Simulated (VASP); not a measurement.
# SiC (R3m) in VASP: a series of runs

SiC is run at these levels: PBE; tasks: single point, relaxation of cell and atoms.

All numbers are computed with VASP 6.6.1; they aren't measurements. Logs are shortened: lines on timing, memory, paths and dates and some standing lists are left out, and cuts for length are marked.

**1. The cell of the first run**

Symmetry: R3m, No. 160, trigonal system. Conventional cell: a = 3.098 Å, b = 3.098 Å, c = 10.911 Å, α = 90.00°, β = 90.00°, γ = 120.00°. Si (site symmetry 3m) has 3 C at 1.79 Å within 2.4 Å. C (site symmetry 3m) has 3 Si at 1.79 Å within 2.4 Å.

**2. Single point, PBE**

Contents of INCAR:

```
  PREC = Accurate
  ENCUT = 520
  EDIFF = 1E-6
  ISMEAR = 0
  SIGMA = 0.02
  LREAL = False
  LASPH = True
  NELM = 80
  ALGO = Normal
  ISIF = 2
  LWAVE = False
  LCHARG = False
  GGA = PE
  NBANDS = 11
```

Contents of KPOINTS:

```
regular mesh
0
Gamma
  12 12 12
```

Contents of POSCAR:

```
SiC
1.0
    1.5491933272      0.8944271845      3.6368493038
   -1.5491933272      0.8944271845      3.6368493038
    0.0000000000     -1.7888543689      3.6368493038
Si C
1 1
Direct
    0.1653492805      0.1653492805      0.1653492805
    0.8347094611      0.8347094611      0.8347094611
```

Potentials or basis: VASP PAW PBE potentials, release 64 (Si, C).

Launch:

```console
cat potpaw_PBE.64/Si/POTCAR potpaw_PBE.64/C/POTCAR > POTCAR
mpirun -np 1 vasp_std > vasp.out
```

OUTCAR:

```text
PREC = Accurate
   ENCUT = 520
   EDIFF = 1E-6
   ISMEAR = 0
   LREAL = False
   LASPH = True
   NELM = 80
   ISIF = 2
   GGA = PE

 ion  position               nearest neighbor table
   1  0.165  0.165  0.165-   2 1.79   2 1.79   2 1.79
   2  0.835  0.835  0.835-   1 1.79   1 1.79   1 1.79

  LATTYP: Found a trigonal (rhomboedric) cell.
 ALAT       =     4.0529831991
 COS(alpha) =     0.7077923214

  Lattice vectors:

 A1 = (   1.5491933272,   0.8944271845,   3.6368493038)
 A2 = (  -1.5491933272,   0.8944271845,   3.6368493038)
 A3 = (   0.0000000000,  -1.7888543689,   3.6368493038)

Analysis of symmetry for initial positions (statically):
=====================================================================
 Subroutine PRICEL returns:
 Original cell was already a primitive cell.

 Routine SETGRP: Setting up the symmetry group for a
 trigonal (rhombohedral) supercell.

 Subroutine GETGRP returns: Found  6 space group operations
 (whereof  6 operations were pure point group operations)
 out of a pool of 12 trial point group operations.

The static configuration has the point symmetry C_3v.

Analysis of symmetry for dynamics (positions and initial velocities):
=====================================================================
 Subroutine PRICEL returns:
 Original cell was already a primitive cell.

 Routine SETGRP: Setting up the symmetry group for a
 trigonal (rhombohedral) supercell.

 Subroutine GETGRP returns: Found  6 space group operations
 (whereof  6 operations were pure point group operations)
 out of a pool of 12 trial point group operations.

The dynamic configuration has the point symmetry C_3v.

 Subroutine INISYM returns: Found  6 space group operations
 (whereof  6 operations are pure point group operations),
 and found     1 'primitive' translations

----------------------------------------------------------------------------------------

                                     Primitive cell

  volume of cell :      30.2362

  direct lattice vectors                    reciprocal lattice vectors
     1.549193327  0.894427185  3.636849304     0.322748615  0.186338999  0.091654425
    -1.549193327  0.894427185  3.636849304    -0.322748615  0.186338999  0.091654425
     0.000000000 -1.788854369  3.636849304     0.000000000 -0.372677999  0.091654425

  length of vectors
     4.052983199  4.052983199  4.052983199     0.383783044  0.383783044  0.383783044

  position of ions in fractional coordinates (direct lattice)
     0.165349281  0.165349281  0.165349281
     0.834709461  0.834709461  0.834709461

  ion indices of the primitive-cell ions
   primitive index   ion index
                 1           1
                 2           2

----------------------------------------------------------------------------------------

 KPOINTS: regular mesh

Automatic generation of k-mesh.
 Grid dimensions read from file:
 generate k-points for:   12   12   12

 Generating k-lattice:

  Cartesian coordinates                     Fractional coordinates (reciprocal lattice)
     0.026895718  0.015528250  0.007637869     0.083333333  0.000000000  0.000000000
    -0.026895718  0.015528250  0.007637869     0.000000000  0.083333333  0.000000000
     0.000000000 -0.031056500  0.007637869    -0.000000000 -0.000000000  0.083333333

  Length of vectors
     0.031981920  0.031981920  0.031981920

  Shift w.r.t. Gamma in fractional coordinates (k-lattice)
     0.000000000  0.000000000  0.000000000

 Subroutine IBZKPT returns following result:
 ===========================================

 Found    189 irreducible k-points:

 Following reciprocal coordinates:
            Coordinates               Weight
  0.000000  0.000000  0.000000      1.000000
  0.083333 -0.000000  0.000000      6.000000
  0.166667 -0.000000  0.000000      6.000000
  0.250000  0.000000  0.000000      6.000000
  0.333333 -0.000000  0.000000      6.000000
  0.416667  0.000000  0.000000      6.000000
[... 16 lines left out ...]
  0.500000  0.166667  0.000000     12.000000
 -0.416667  0.166667 -0.000000     12.000000
 [... further k-points ...]
   k-points           NKPTS =    189   k-points in BZ     NKDIM =    189   number of bands    NBANDS=     11
   number of dos      NEDOS =    301   number of ions     NIONS =      2
   total plane-waves  NPLWV =  27000
   dimension x,y,z NGX =    30 NGY =   30 NGZ =   30
   dimension x,y,z NGXF=    60 NGYF=   60 NGZF=   60
   ions per type =               1   1
   NGX,Y,Z   is equivalent  to a cutoff of  12.31, 12.31, 12.31 a.u.
   NGXF,Y,Z  is equivalent  to a cutoff of  24.61, 24.61, 24.61 a.u.
 SYSTEM =  unknown system
   PREC   = accura    normal or accurate (medium, high low for compatibility)
   ISTART =      0    job   : 0-new  1-cont  2-samecut
   ICHARG =      2    charge: 1-file 2-atom 10-const
   ISPIN  =      1    spin polarized calculation?
   LNONCOLLINEAR =      F non collinear calculations
   LSORBIT =      F    spin-orbit coupling
   LASPH  =      T    aspherical Exc in radial PAW
   ENCUT  =  520.0 eV  38.22 Ry    6.18 a.u.   7.54  7.54  7.54*2*pi/ulx,y,z
   NELM   =     80;   NELMIN=  2; NELMDL= -5     # of ELM steps
   EDIFF  = 0.1E-05   stopping-criterion for ELM
   LREAL  =      F    real-space projection
   EDIFFG = 0.1E-04   stopping-criterion for IOM
   NSW    =      0    number of steps for IOM
   IBRION =     -1    ionic relax: 0-MD 1-quasi-New 2-CG
   NFREE  =      0    steps in history (QN), initial steepest desc. (CG)
   ISIF   =      2    stress and relaxation
   ISYM   =      2    0-nonsym 1-usesym 2-fastsym
   POTIM  = 0.5000    time-step for ionic-motion
   TEBEG  =    0.0;   TEEND  =   0.0 temperature during run
   PSTRESS=    0.0 pullay stress
   NELECT =       8.0000    total number of electrons
   NUPDOWN=      -1.0000    fix difference up-down
   EMIN   =  10.00;   EMAX   =-10.00  energy-range for DOS
   EFERMI =   0.00;   METHOD = LEGACY
   ISMEAR =     0;   SIGMA  =   0.02  broadening in eV -4-tet -1-fermi 0-gaus
   EFERMI_NEDOS =   21; number of points for ismear=-14 and -15
   IALGO  =     38    algorithm
   IMIX   =      4    mixing-type and parameters
     AMIX     =   0.40;   BMIX     =  1.00
     AMIX_MAG =   1.60;   BMIX_MAG =  1.00
  volume/ion in A,a.u.               =      15.12       102.02
  Fermi-wavevector in a.u.,A,eV,Ry     =   1.050983  1.986070 15.028528  1.104566
  Thomas-Fermi vector in A             =   2.186008
   LORBIT       =      0    0 simple, 1 ext, 2 COOP (PROOUT), +10 PAW based schemes
   GGA     = PE    functional components
   LHFCALC =     F    Hartree Fock is set to
   AEXX    =    0.0000 exact exchange contribution
   IVDW    =     0    specifies the selected vdW correction
   LEPSILON=     F    determine dielectric tensor
   LRPA    =     F    only Hartree local field effects (RPA)
 non-spin polarized calculation
 Gauss-broadening in eV      SIGMA  =   0.02
  energy-cutoff  :      520.00
  volume of cell :       30.24
 maximum number of plane-waves:       830
   NGX = 15   NGY = 15   NGZ = 15

 number of electron       8.0000000 magnetization

 Free energy of the ion-electron system (eV)
  ---------------------------------------------------
  ext. energy  EPLUGINS =         0.00000000
  ---------------------------------------------------
  free energy    TOTEN  =       -14.07585796 eV

  energy without entropy =      -14.07585796  energy(sigma->0) =      -14.07585796

 E-fermi :   4.1595     XC(G=0):  -9.3602

 val. band max:        4.0302443873   @ k =  -0.1667   0.4167   0.0833
 cond. band min:       5.8041783513   @ k =   0.5000   0.5000   0.0000
 fundamental gap:      1.7739339639
 Fermi energy:         4.1595026256

 k-point     1 :       0.0000    0.0000    0.0000
  band No.  band energies     occupation
      1      -9.8713      2.00000
      2       1.6852      2.00000
      3       2.6895      2.00000
      4       2.6895      2.00000
      5       6.5302      0.00000
      6      11.5714      0.00000
      7      11.5714      0.00000
      8      12.3541      0.00000
      9      13.5824      0.00000
     10      18.6394      0.00000
     11      18.9203      0.00000

 k-point     2 :       0.0833   -0.0000    0.0000
  band No.  band energies     occupation
      1      -9.7533      2.00000
      2       1.7578      2.00000
      3       2.1803      2.00000
      4       2.5591      2.00000
      5       6.7891      0.00000
      6      11.2709      0.00000
      7      11.9297      0.00000
      8      12.5681      0.00000
      9      13.1930      0.00000
     10      18.4054      0.00000
     11      18.7248      0.00000

 k-point     3 :       0.1667   -0.0000    0.0000
  band No.  band energies     occupation
      1      -9.4033      2.00000
      2       0.9579      2.00000
      3       1.9946      2.00000
      4       2.2354      2.00000
      5       7.3470      0.00000
      6      10.6497      0.00000
      7      11.7113      0.00000
      8      12.9292      0.00000
      9      13.7786      0.00000
     10      17.4318      0.00000
     11      17.8957      0.00000

 k-point     4 :       0.2500    0.0000    0.0000
  band No.  band energies     occupation
      1      -8.8355      2.00000
      2      -0.5300      2.00000
      3       1.8516      2.00000
      4       2.3746      2.00000
      5       7.8450      0.00000
      6      10.2315      0.00000
      7      10.3576      0.00000
      8      14.4033      0.00000
      9      14.9425      0.00000
     10      16.5266      0.00000
     11      16.9414      0.00000

 k-point     5 :       0.3333   -0.0000    0.0000
  band No.  band energies     occupation
      1      -8.0860      2.00000
      2      -2.0391      2.00000
      3       1.5164      2.00000
      4       2.8858      2.00000
      5       7.8077      0.00000
      6       9.0899      0.00000
      7      10.6235      0.00000
      8      15.5056      0.00000
      9      15.7066      0.00000
     10      16.3130      0.00000
     11      16.7299      0.00000
[... 211 lines left out ...]
 k-point    21 :       0.3333    0.1667    0.0000
  band No.  band energies     occupation
      1      -8.4521      2.00000
      2      -0.8583      2.00000
      3       0.9802      2.00000
      4       2.1472      2.00000
      5       8.7175      0.00000
      6       9.7243      0.00000
      7      11.0255      0.00000
      8      13.4675      0.00000
      9      14.6159      0.00000
     10      16.9038      0.00000
     11      19.8187      0.00000

 k-point    22 :       0.4167    0.1667    0.0000
  band No.  band energies     occupation
      1      -7.7201      2.00000
      2      -2.0508      2.00000
      3       0.3328      2.00000
      4       2.6559      2.00000
      5       8.1940      0.00000
      6       9.8308      0.00000
      7      11.3853      0.00000
      8      13.2621      0.00000
      9      14.9531      0.00000
     10      17.5235      0.00000
     11      19.6268      0.00000

 k-point    23 :       0.5000    0.1667    0.0000
  band No.  band energies     occupation
      1      -6.9465      2.00000
      2      -3.1741      2.00000
      3      -0.0597      2.00000
      4       3.2815      2.00000
      5       7.4305      0.00000
      6       9.7836      0.00000
      7      11.7141      0.00000
      8      12.9864      0.00000
      9      16.2708      0.00000
     10      17.0753      0.00000
     11      19.4792      0.00000

 k-point    24 :      -0.4167    0.1667   -0.0000
  band No.  band energies     occupation
      1      -6.5618      2.00000
      2      -3.6895      2.00000
      3      -0.1917      2.00000
      4       3.8093      2.00000
      5       6.9542      0.00000
      6       9.6628      0.00000
      7      11.6772      0.00000
      8      12.6952      0.00000
      9      16.5329      0.00000
     10      17.8789      0.00000
     11      18.9208      0.00000

 [... further k-points ...]

------------------------ aborting loop because EDIFF is reached ----------------------------------------

  FORCE on cell =-STRESS in cart. coord.  units (eV):
  Direction    XX          YY          ZZ          XY          YZ          ZX
  --------------------------------------------------------------------------------------
  -------------------------------------------------------------------------------------
  Total       -0.0119311     -0.0119311      0.0033381     -0.0000000      0.0000000     -0.0000000
  in kB       -0.6322127     -0.6322127      0.1768822     -0.0000000      0.0000000     -0.0000000
  external PRESSURE =      -0.3625144 kB  Pullay stress =       0.0000000 kB

 VOLUME and BASIS-vectors are now :
 -----------------------------------------------------------------------------
  energy-cutoff  :      520.00
  volume of cell :       30.24
      direct lattice vectors                 reciprocal lattice vectors
     1.549193327  0.894427185  3.636849304     0.322748615  0.186338999  0.091654425
    -1.549193327  0.894427185  3.636849304    -0.322748615  0.186338999  0.091654425
     0.000000000 -1.788854369  3.636849304     0.000000000 -0.372677999  0.091654425

 POSITION                                       TOTAL-FORCE (eV/Angst)
 -----------------------------------------------------------------------------------
      0.00000      0.00000      1.80405         0.000000      0.000000      0.003805
      0.00000      0.00000      9.10714         0.000000     -0.000000     -0.003805
 -----------------------------------------------------------------------------------
    total drift:                               -0.000000     -0.000000     -0.000013

  FREE ENERGIE OF THE ION-ELECTRON SYSTEM (eV)
  ---------------------------------------------------
  free  energy   TOTEN  =       -14.0758579593 eV

  energy  without entropy=      -14.0758579593  energy(sigma->0) =      -14.07585796
```

Run time: 2.5 min. Hardware: 1 thread of AMD EPYC 7R13, shared host; peak memory 0.17 GiB.

Results:

| Quantity | Value |
| --- | --- |
| Free energy | -14.0759 eV |
| Pressure | 0.0 GPa |
| Largest force | 0.004 eV/Å |
| Band gap on the k mesh | 1.77 eV, indirect (least direct gap 2.66 eV) |

Forces in eV/Å, atoms in the order of the input:
```
Si   0.000  0.000  0.004
C    0.000  0.000 -0.004
```

**3. Relaxation of cell and atoms, PBE**

This run uses another cell than the first one, of 15.02 Å³/atom, 0.993 times its volume.

Contents of INCAR:

```
SYSTEM = SiC
  PREC = Accurate
  ENCUT = 600
  EDIFF = 1E-6
  ISMEAR = 0
  SIGMA = 0.02
  LREAL = .FALSE.
  LASPH = .TRUE.
  NELM = 80
  ALGO = Normal
  ISIF = 3
  LWAVE = .FALSE.
  LCHARG = .FALSE.
  GGA = PE
  IBRION = 2
  NSW = 100
  EDIFFG = -0.01
```

Contents of KPOINTS:

```
regular mesh
0
G
  12 12 12
  0 0 0
```

Contents of POSCAR:

```
SiC
1.0
    1.5494559126      0.8945787882      3.6118276604
   -1.5494559126      0.8945787882      3.6118276604
    0.0000000000     -1.7891575764      3.6118276604
Si C
1 1
Direct
    0.1652543701      0.1652543701      0.1652543701
    0.8348043715      0.8348043715      0.8348043715
```

Potentials or basis: VASP PAW PBE potentials, release 64 (Si, C).

Launch:

```console
cat potpaw_PBE.64/Si/POTCAR potpaw_PBE.64/C/POTCAR > POTCAR
mpirun -np 1 vasp_std > vasp.out
```

OUTCAR:

```text
SYSTEM = SiC
   PREC = Accurate
   ENCUT = 600
   EDIFF = 1E-6
   ISMEAR = 0
   LREAL = .FALSE.
   LASPH = .TRUE.
   NELM = 80
   ISIF = 3
   GGA = PE
   IBRION = 2
   NSW = 100
   EDIFFG = -0.01

 ion  position               nearest neighbor table
   1  0.165  0.165  0.165-   2 1.79   2 1.79   2 1.79
   2  0.835  0.835  0.835-   1 1.79   1 1.79   1 1.79

  LATTYP: Found a trigonal (rhomboedric) cell.
 ALAT       =     4.0306803249
 COS(alpha) =     0.7044494772

  Lattice vectors:

 A1 = (   1.5494559126,   0.8945787882,   3.6118276604)
 A2 = (  -1.5494559126,   0.8945787882,   3.6118276604)
 A3 = (   0.0000000000,  -1.7891575764,   3.6118276604)

Analysis of symmetry for initial positions (statically):
=====================================================================
 Subroutine PRICEL returns:
 Original cell was already a primitive cell.

 Routine SETGRP: Setting up the symmetry group for a
 trigonal (rhombohedral) supercell.

 Subroutine GETGRP returns: Found  6 space group operations
 (whereof  6 operations were pure point group operations)
 out of a pool of 12 trial point group operations.

The static configuration has the point symmetry C_3v.

Analysis of symmetry for dynamics (positions and initial velocities):
=====================================================================
[... 169 lines left out ...]
  external PRESSURE =      -1.7003669 kB  Pullay stress =       0.0000000 kB
[... 59 lines left out ...]
--------------------------------------- Ionic step        3  -------------------------------------------

 number of electron       8.0000000 magnetization

 Free energy of the ion-electron system (eV)
  ---------------------------------------------------
  ext. energy  EPLUGINS =         0.00000000
  ---------------------------------------------------
  free energy    TOTEN  =       -14.07698987 eV

  energy without entropy =      -14.07698987  energy(sigma->0) =      -14.07698987

 E-fermi :   4.2479     XC(G=0):  -9.4012

 val. band max:        4.1011337433   @ k =  -0.1667   0.4167   0.0833
 cond. band min:       5.8541205001   @ k =   0.5000   0.5000   0.0000
 fundamental gap:      1.7529867568
 Fermi energy:         4.2479465669

 k-point     1 :       0.0000    0.0000    0.0000
  band No.  band energies     occupation
      1      -9.8193      2.00000
      2       1.7960      2.00000
      3       2.7572      2.00000
      4       2.7572      2.00000
      5       6.6124      0.00000
      6      11.6447      0.00000
      7      11.6447      0.00000
      8      12.4596      0.00000
[... 243 lines left out ...]
 k-point    24 :      -0.4167    0.1667   -0.0000
  band No.  band energies     occupation
      1      -6.5014      2.00000
      2      -3.6297      2.00000
      3      -0.1231      2.00000
      4       3.8798      2.00000
      5       7.0288      0.00000
      6       9.7402      0.00000
      7      11.7450      0.00000
      8      12.7825      0.00000

 [... further k-points ...]

------------------------ aborting loop because EDIFF is reached ----------------------------------------

  FORCE on cell =-STRESS in cart. coord.  units (eV):
  Direction    XX          YY          ZZ          XY          YZ          ZX
  --------------------------------------------------------------------------------------
  -------------------------------------------------------------------------------------
  Total       -0.0000324     -0.0000324     -0.0018398      0.0000000      0.0000000      0.0000000
  in kB       -0.0017315     -0.0017315     -0.0982070      0.0000000      0.0000000      0.0000000
  external PRESSURE =      -0.0338900 kB  Pullay stress =       0.0000000 kB
[... 17 lines left out ...]
  FREE ENERGIE OF THE ION-ELECTRON SYSTEM (eV)
  ---------------------------------------------------
  free  energy   TOTEN  =       -14.0769898734 eV

  energy  without entropy=      -14.0769898734  energy(sigma->0) =      -14.07698987

 reached required accuracy - stopping structural energy minimisation
```

CONTCAR:

```text
SiC
   1.00000000000000
     1.5488408809171643    0.8942236994923988    3.6118061577264178
    -1.5488408809171643    0.8942236994923988    3.6118061577264178
    -0.0000000000000000   -1.7884473989847975    3.6118061577264178
  Si              C
     1     1
Direct
     0.1652562134854924    0.1652562134854924    0.1652562134854924
     0.8348025281145077    0.8348025281145077    0.8348025281145077

  0.00000000E+00  0.00000000E+00  0.00000000E+00
  0.00000000E+00  0.00000000E+00  0.00000000E+00
```

Wall time 2.6 min (1 thread of AMD EPYC 7R13, shared host); peak memory 0.19 GiB.

Results:

```yaml
Free_energy: -14.0770 eV
Relaxed_volume: 15.01 Å³/atom
Relaxed_cell: a = 4.030 Å, b = 4.030 Å, c = 4.030 Å, α = 45.20°, β = 45.20°, γ = 45.20°
Space_group_after_relaxing_to_0.05_Å: R3m (No. 160)
Energy_gained_by_relaxing: 0.0 meV/atom
Ionic_steps: 3
Pressure_after_relaxing: 0.0 GPa
Band_gap_on_the_k_mesh: 1.75 eV, indirect (least direct gap 2.67 eV)
```

Final structure:
```
Si C
1.0
     1.54884    0.89422    3.61181
    -1.54884    0.89422    3.61181
     0.00000   -1.78845    3.61181
Si C
1 1
Direct
  0.16526 0.16526 0.16526
  0.83480 0.83480 0.83480
```

A k mesh can miss the band edges. PBE gaps usually lie below the measured ones, often by a third to a half.
